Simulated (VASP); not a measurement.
A run of VASP 6.6.1:

INCAR

```
PREC = Accurate
ENCUT = 520
EDIFF = 1E-6
ISMEAR = 0
SIGMA = 0.1
LREAL = False
LASPH = True
NELM = 60
ALGO = Normal
ISIF = 2
LWAVE = False
LCHARG = True
GGA = PE
LELF = True
LVHAR = True
NBANDS = 25
```

The input KPOINTS:

```
Automatic mesh
0
Gamma
  4 4 4
```

POSCAR

```
Ca3Si
1.0
    4.8233042210      0.0000000000      0.0000000000
    0.0000000000      4.8233042210      0.0000000000
    0.0000000000      0.0000000000      4.8233042210
Ca Si
3 1
Direct
    0.0000000000      0.5000000000      0.5000000000
    0.5000000000      0.0000000000      0.5000000000
    0.5000000000      0.5000000000      0.0000000000
    0.0000000000      0.0000000000      0.0000000000
```

Potentials or basis: VASP PAW PBE potentials, release 64 (Ca_sv, Si).

The run is started by

```console
$ cat potpaw_PBE.64/Ca_sv/POTCAR potpaw_PBE.64/Si/POTCAR > POTCAR
$ mpirun -np 1 vasp_std > vasp.out
```

Hardware: 1 thread of Intel(R) Xeon(R) 6975P-C (Granite Rapids), on a shared host.

Task: How long does it take, and how much memory?

Result: Wall time 12 s on 1 thread of Intel(R) Xeon(R) 6975P-C (Granite Rapids), on a shared host, peak memory 0.2 GiB. Counts: scf iterations 12, k points 10.
